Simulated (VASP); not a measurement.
# LaTaCO (P4/nmm) in VASP: single point with PBE

Aim: the single point of LaTaCO with PBE.

All numbers are computed with VASP 6.6.1; they aren't measurements. Logs are shortened: lines on timing, memory, paths and dates and some standing lists are left out, and cuts for length are marked.

**1. The cell of the first run**

Symmetry: P4/nmm, No. 129, tetragonal system. Conventional cell: a = 3.839 Å, b = 3.839 Å, c = 8.537 Å, α = 90.00°, β = 90.00°, γ = 90.00°. La (site symmetry 4mm) has 4 O at 2.25 Å within 3.0 Å. Within 3.1 Å of Ta (site symmetry -4m2) lie 4 C at 2.37 Å and 4 Ta at 2.71 Å. C (site symmetry 4mm) has 4 Ta at 2.37 Å within 3.1 Å. Within 3.0 Å of O (site symmetry -4m2) lie 4 La at 2.25 Å and 4 O at 2.71 Å.

**2. Single point, PBE**

INCAR

```
SYSTEM = LaTaCO
  ALGO = Normal
  EDIFF = 1E-6
  ENCUT = 520
  GGA = PE
  ISIF = 2
  ISMEAR = 1
  LASPH = .True.
  LCHARG = .False.
  LREAL = .False.
  LWAVE = .False.
  NBANDS = 42
  NELM = 60
  PREC = Accurate
  SIGMA = 0.0178
```

KPOINTS

```
k-points
0
Gamma
  7 7 3
  0 0 0
```

POSCAR

```
LaTaCO
1.0
    3.8391120000      0.0000000000      0.0000000000
    0.0000000000      3.8391120000      0.0000000000
    0.0000000000      0.0000000000      8.5369230000
La Ta C O
2 2 2 2
Direct
    0.2500000000      0.2500000000      0.1365000000
    0.7500000000      0.7500000000      0.8635000000
    0.7500000000      0.2500000000      0.5000000000
    0.2500000000      0.7500000000      0.5000000000
    0.2500000000      0.2500000000      0.6625000000
    0.7500000000      0.7500000000      0.3375000000
    0.7500000000      0.2500000000      0.0000000000
    0.2500000000      0.7500000000      0.0000000000
```

Potentials or basis: VASP PAW PBE potentials, release 64 (La, Ta_pv, C, O).

The run is started by

```sh
> cat potpaw_PBE.64/La/POTCAR potpaw_PBE.64/Ta_pv/POTCAR potpaw_PBE.64/C/POTCAR potpaw_PBE.64/O/POTCAR > POTCAR
> mpirun -np 1 vasp_std > vasp.out
```

OUTCAR:

```text
SYSTEM = LaTaCO
   EDIFF = 1E-6
   ENCUT = 520
   GGA = PE
   ISIF = 2
   ISMEAR = 1
   LASPH = .True.
   LREAL = .False.
   NELM = 60
   PREC = Accurate

 ion  position               nearest neighbor table
   1  0.250  0.250  0.136-   7 2.25   8 2.25   8 2.25   7 2.25   2 3.58   2 3.58   2 3.58   2 3.58

   2  0.750  0.750  0.864-   7 2.25   8 2.25   7 2.25   8 2.25   1 3.58   1 3.58   1 3.58   1 3.58

   3  0.750  0.250  0.500-   5 2.37   6 2.37   6 2.37   5 2.37   4 2.71   4 2.71   4 2.71   4 2.71

   4  0.250  0.750  0.500-   5 2.37   6 2.37   5 2.37   6 2.37   3 2.71   3 2.71   3 2.71   3 2.71

   5  0.250  0.250  0.663-   3 2.37   4 2.37   4 2.37   3 2.37
   6  0.750  0.750  0.337-   3 2.37   4 2.37   3 2.37   4 2.37
   7  0.750  0.250  0.000-   1 2.25   2 2.25   2 2.25   1 2.25
   8  0.250  0.750  0.000-   1 2.25   2 2.25   1 2.25   2 2.25

  LATTYP: Found a simple tetragonal cell.
 ALAT       =     3.8391120000
 C/A-ratio  =     2.2236712552

  Lattice vectors:

 A1 = (   3.8391120000,   0.0000000000,   0.0000000000)
 A2 = (   0.0000000000,   3.8391120000,   0.0000000000)
 A3 = (   0.0000000000,   0.0000000000,   8.5369230000)

Analysis of symmetry for initial positions (statically):
=====================================================================
 Subroutine PRICEL returns:
 Original cell was already a primitive cell.

 Routine SETGRP: Setting up the symmetry group for a
 simple tetragonal supercell.

 Subroutine GETGRP returns: Found 16 space group operations
 (whereof  4 operations were pure point group operations)
 out of a pool of 16 trial point group operations.

The static configuration has the point symmetry C_2h.
 The point group associated with its full space group is D_4h.

Analysis of symmetry for dynamics (positions and initial velocities):
=====================================================================
 Subroutine PRICEL returns:
 Original cell was already a primitive cell.

 Routine SETGRP: Setting up the symmetry group for a
 simple tetragonal supercell.

 Subroutine GETGRP returns: Found 16 space group operations
 (whereof  4 operations were pure point group operations)
 out of a pool of 16 trial point group operations.

The dynamic configuration has the point symmetry C_2h.
 The point group associated with its full space group is D_4h.

 Subroutine INISYM returns: Found 16 space group operations
 (whereof  4 operations are pure point group operations),
 and found     1 'primitive' translations

----------------------------------------------------------------------------------------

                                     Primitive cell

  volume of cell :     125.8238

  direct lattice vectors                    reciprocal lattice vectors
     3.839112000  0.000000000  0.000000000     0.260476902  0.000000000  0.000000000
     0.000000000  3.839112000  0.000000000     0.000000000  0.260476902  0.000000000
     0.000000000  0.000000000  8.536923000     0.000000000  0.000000000  0.117138224

  length of vectors
     3.839112000  3.839112000  8.536923000     0.260476902  0.260476902  0.117138224

  position of ions in fractional coordinates (direct lattice)
     0.250000000  0.250000000  0.136500000
     0.750000000  0.750000000  0.863500000
     0.750000000  0.250000000  0.500000000
     0.250000000  0.750000000  0.500000000
     0.250000000  0.250000000  0.662500000
     0.750000000  0.750000000  0.337500000
     0.750000000  0.250000000  0.000000000
     0.250000000  0.750000000  0.000000000

  ion indices of the primitive-cell ions
   primitive index   ion index
                 1           1
                 2           2
                 3           3
                 4           4
                 5           5
                 6           6
                 7           7
                 8           8

----------------------------------------------------------------------------------------

 KPOINTS: k-points

Automatic generation of k-mesh.
 Grid dimensions read from file:
 generate k-points for:    7    7    3

 Generating k-lattice:

  Cartesian coordinates                     Fractional coordinates (reciprocal lattice)
     0.037210986  0.000000000  0.000000000     0.142857143  0.000000000  0.000000000
     0.000000000  0.037210986  0.000000000     0.000000000  0.142857143  0.000000000
     0.000000000  0.000000000  0.039046075     0.000000000  0.000000000  0.333333333

  Length of vectors
     0.037210986  0.037210986  0.039046075

  Shift w.r.t. Gamma in fractional coordinates (k-lattice)
     0.000000000  0.000000000  0.000000000

 Subroutine IBZKPT returns following result:
 ===========================================

 Found     20 irreducible k-points:

 Following reciprocal coordinates:
            Coordinates               Weight
  0.000000  0.000000  0.000000      1.000000
  0.142857  0.000000  0.000000      4.000000
  0.285714  0.000000  0.000000      4.000000
  0.428571  0.000000  0.000000      4.000000
  0.142857  0.142857  0.000000      4.000000
  0.285714  0.142857  0.000000      8.000000
[... 12 lines left out ...]
  0.428571  0.285714  0.333333     16.000000
  0.428571  0.428571  0.333333      8.000000
   k-points           NKPTS =     20   k-points in BZ     NKDIM =     20   number of bands    NBANDS=     42
   number of dos      NEDOS =    301   number of ions     NIONS =      8
   total plane-waves  NPLWV =  57600
   dimension x,y,z NGX =    30 NGY =   30 NGZ =   64
   dimension x,y,z NGXF=    60 NGYF=   60 NGZF=  128
   ions per type =               2   2   2   2
   NGX,Y,Z   is equivalent  to a cutoff of  12.99, 12.99, 12.46 a.u.
   NGXF,Y,Z  is equivalent  to a cutoff of  25.98, 25.98, 24.93 a.u.
 SYSTEM =  LaTaCO
   PREC   = accura    normal or accurate (medium, high low for compatibility)
   ISTART =      0    job   : 0-new  1-cont  2-samecut
   ICHARG =      2    charge: 1-file 2-atom 10-const
   ISPIN  =      1    spin polarized calculation?
   LNONCOLLINEAR =      F non collinear calculations
   LSORBIT =      F    spin-orbit coupling
   LASPH  =      T    aspherical Exc in radial PAW
   ENCUT  =  520.0 eV  38.22 Ry    6.18 a.u.   7.14  7.14 15.87*2*pi/ulx,y,z
   NELM   =     60;   NELMIN=  2; NELMDL= -5     # of ELM steps
   EDIFF  = 0.1E-05   stopping-criterion for ELM
   LREAL  =      F    real-space projection
   EDIFFG = 0.1E-04   stopping-criterion for IOM
   NSW    =      0    number of steps for IOM
   IBRION =     -1    ionic relax: 0-MD 1-quasi-New 2-CG
   NFREE  =      0    steps in history (QN), initial steepest desc. (CG)
   ISIF   =      2    stress and relaxation
   ISYM   =      2    0-nonsym 1-usesym 2-fastsym
   POTIM  = 0.5000    time-step for ionic-motion
   TEBEG  =    0.0;   TEEND  =   0.0 temperature during run
   PSTRESS=    0.0 pullay stress
   NELECT =      64.0000    total number of electrons
   NUPDOWN=      -1.0000    fix difference up-down
   EMIN   =  10.00;   EMAX   =-10.00  energy-range for DOS
   EFERMI =   0.00;   METHOD = LEGACY
   ISMEAR =     1;   SIGMA  =   0.02  broadening in eV -4-tet -1-fermi 0-gaus
   EFERMI_NEDOS =   21; number of points for ismear=-14 and -15
   IALGO  =     38    algorithm
   IMIX   =      4    mixing-type and parameters
     AMIX     =   0.40;   BMIX     =  1.00
     AMIX_MAG =   1.60;   BMIX_MAG =  1.00
  volume/ion in A,a.u.               =      15.73       106.14
  Fermi-wavevector in a.u.,A,eV,Ry     =   1.306814  2.469521 23.235531  1.707763
  Thomas-Fermi vector in A             =   2.437591
   LORBIT       =      0    0 simple, 1 ext, 2 COOP (PROOUT), +10 PAW based schemes
   GGA     = PE    functional components
   LHFCALC =     F    Hartree Fock is set to
   AEXX    =    0.0000 exact exchange contribution
   IVDW    =     0    specifies the selected vdW correction
   LEPSILON=     F    determine dielectric tensor
   LRPA    =     F    only Hartree local field effects (RPA)
 non-spin polarized calculation
 Methfessel and Paxton  Order N= 1 SIGMA  =   0.02
  energy-cutoff  :      520.00
  volume of cell :      125.82
 maximum number of plane-waves:      3415
 NGX is ok and might be reduce to    30
   NGX = 15   NGY = 15   NGZ = 31

 number of electron      64.0000005 magnetization

 Free energy of the ion-electron system (eV)
  ---------------------------------------------------
  ext. energy  EPLUGINS =         0.00000000
  ---------------------------------------------------
  free energy    TOTEN  =       -71.13566086 eV

  energy without entropy =      -71.13517477  energy(sigma->0) =      -71.13549883

 E-fermi :   7.1870     XC(G=0): -11.2190

 val. band max:        7.1807054274   @ k =   0.4286   0.2857   0.3333
 cond. band min:       7.1995240926   @ k =   0.4286   0.2857   0.3333
 fundamental gap:      0.0188186652
 Fermi energy:         7.1869524210

 k-point     1 :       0.0000    0.0000    0.0000
  band No.  band energies     occupation
      1     -27.4308      2.00000
      2     -27.4308      2.00000
      3     -27.2129      2.00000
      4     -26.8969      2.00000
      5     -26.3321      2.00000
      6     -26.3321      2.00000
[... 34 lines left out ...]
     41      11.1243      0.00000
     42      11.1627      0.00000

 k-point     2 :       0.1429    0.0000    0.0000
  band No.  band energies     occupation
      1     -27.3888      2.00000
      2     -27.3802      2.00000
      3     -27.1965      2.00000
      4     -26.9119      2.00000
      5     -26.4006      2.00000
      6     -26.3907      2.00000
[... 34 lines left out ...]
     41      11.0046      0.00000
     42      11.1176      0.00000

 k-point     3 :       0.2857    0.0000    0.0000
  band No.  band energies     occupation
      1     -27.2650      2.00000
      2     -27.2365      2.00000
      3     -27.1508      2.00000
      4     -26.9544      2.00000
      5     -26.5836      2.00000
      6     -26.5525      2.00000
[... 717 lines left out ...]
      4     -27.0263      2.00000
      5     -26.4623      2.00000
      6     -26.2993      2.00000
[... 34 lines left out ...]
     41      11.0052      0.00000
     42      11.1015      0.00000

 k-point    20 :       0.4286    0.4286    0.3333
  band No.  band energies     occupation
      1     -27.6167      2.00000
      2     -27.5670      2.00000
      3     -27.0541      2.00000
      4     -27.0384      2.00000
      5     -26.2754      2.00000
      6     -26.2162      2.00000
[... 34 lines left out ...]
     41      11.0262      0.00000
     42      11.0804      0.00000

------------------------ aborting loop because EDIFF is reached ----------------------------------------

  FORCE on cell =-STRESS in cart. coord.  units (eV):
  Direction    XX          YY          ZZ          XY          YZ          ZX
  --------------------------------------------------------------------------------------
  -------------------------------------------------------------------------------------
  Total        9.4067678      9.4067678      2.6890450     -0.0000000      0.0000000      0.0000000
  in kB      119.7810400    119.7810400     34.2409434     -0.0000000      0.0000000      0.0000000
  external PRESSURE =      91.2676745 kB  Pullay stress =       0.0000000 kB

 VOLUME and BASIS-vectors are now :
 -----------------------------------------------------------------------------
  energy-cutoff  :      520.00
  volume of cell :      125.82
      direct lattice vectors                 reciprocal lattice vectors
     3.839112000  0.000000000  0.000000000     0.260476902  0.000000000  0.000000000
     0.000000000  3.839112000  0.000000000     0.000000000  0.260476902  0.000000000
     0.000000000  0.000000000  8.536923000     0.000000000  0.000000000  0.117138224

 POSITION                                       TOTAL-FORCE (eV/Angst)
 -----------------------------------------------------------------------------------
      0.95978      0.95978      1.16529         0.000000      0.000000      2.816043
      2.87933      2.87933      7.37163         0.000000      0.000000     -2.816043
      2.87933      0.95978      4.26846        -0.000000     -0.000000      0.000000
      0.95978      2.87933      4.26846        -0.000000      0.000000      0.000000
      0.95978      0.95978      5.65571         0.000000      0.000000     -3.135742
      2.87933      2.87933      2.88121         0.000000      0.000000      3.135742
      2.87933      0.95978      0.00000        -0.000000      0.000000      0.000000
      0.95978      2.87933      0.00000         0.000000      0.000000      0.000000
 -----------------------------------------------------------------------------------
    total drift:                                0.000000      0.000000     -0.000000

  FREE ENERGIE OF THE ION-ELECTRON SYSTEM (eV)
  ---------------------------------------------------
  free  energy   TOTEN  =       -71.1356608590 eV

  energy  without entropy=      -71.1351747653  energy(sigma->0) =      -71.13549883
```

It took 2.4 min on 1 thread of AMD EPYC 7R13 (Zen 3), shared host; peak memory 0.26 GiB.

Results:

- Free energy: -71.1357 eV
- Pressure: 9.1 GPa
- Largest force: 3.136 eV/Å
- Band gap on the k mesh: zero (band 32 reaches 8.13 eV, above the bottom of band 33 at 6.51 eV)

Forces on the atoms (eV/Å):
```
La   0.000  0.000  2.816
La   0.000  0.000 -2.816
Ta   0.000  0.000  0.000
Ta   0.000  0.000  0.000
C    0.000  0.000 -3.136
C    0.000  0.000  3.136
O    0.000  0.000  0.000
O    0.000  0.000  0.000
```

Stress tensor (GPa, compression positive):
```
11.98  0.00  0.00
 0.00 11.98  0.00
 0.00  0.00  3.42
```

Levels at points of the mesh, in eV from the Fermi level:
```csv
k point,band 29,band 30,band 31,band 32,band 33,band 34
"(0.00, 0.00, 0.00)",-2.56,-0.97,-0.97,0.94,1.01,1.31
```

Caveat: spin-orbit coupling is left out, which moves the levels of the heavy elements; forces of over 1 eV/Å act on the atoms, so gaps and moduli don't describe the material at rest.
